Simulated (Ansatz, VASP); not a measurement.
Pd: VASP beside Ansatz

Contents of INCAR:

```
SYSTEM = Pd
PREC = Accurate ; ENCUT = 500
EDIFF = 1E-6 ; ISMEAR = -1
SIGMA = 0.1 ; LREAL = .FALSE.
LASPH = .TRUE. ; NELM = 200
ALGO = Normal ; ISIF = 2
LWAVE = .FALSE. ; LCHARG = .TRUE.
ISPIN = 2 ; MAGMOM = 0
LORBIT = 11 ; LMAXMIX = 4
GGA = PE ; LELF = .TRUE.
LVHAR = .TRUE. ; NBANDS = 15
GGA_COMPAT = .FALSE.
```

File KPOINTS:

```
regular mesh
0
G
  8 8 8
  0 0 0
```

Contents of POSCAR:

```
Pd
1.0
   -1.6432230000      1.6432230000      1.6432230000
    1.6432230000     -1.6432230000      1.6432230000
    1.6432230000      1.6432230000     -1.6432230000
Pd
1
Direct
    0.0000000000      0.0000000000      0.0000000000
```

Input for Ansatz:

```yaml
crystal:
  lattice:
    - [-1.643223, 1.643223, 1.643223]
    - [1.643223, -1.643223, 1.643223]
    - [1.643223, 1.643223, -1.643223]
  atoms:
    - { symbol: Pd, position: [0, 0, 0] }
kpoints:
  mp_grid: { grid: [8, 8, 8], shift: [0, 0, 0] }
hamiltonian:
  xc: pbe
  pseudopotentials: { kind: nc }
scf:
  occupations: { method: fermi_dirac }
magnetization:
  spin_polarized: true
```

Alike in both runs: task single point; functional PBE; k mesh 8 × 8 × 8; collinear spin.

|  | VASP | Ansatz |
| --- | --- | --- |
| version | VASP 6.6.1 | Ansatz 0.2 development build |
| potentials or method | VASP PAW PBE potentials, release 64 (Pd) | scalar-relativistic |
| plane-wave cutoff (eV) | 500 | 1116 |
| occupations | fermi-dirac, width 0.1 eV | fermi-dirac |

```csv
,VASP,Ansatz,Ansatz less VASP
net moment per atom (μB),0.00,0.00,0.000
```
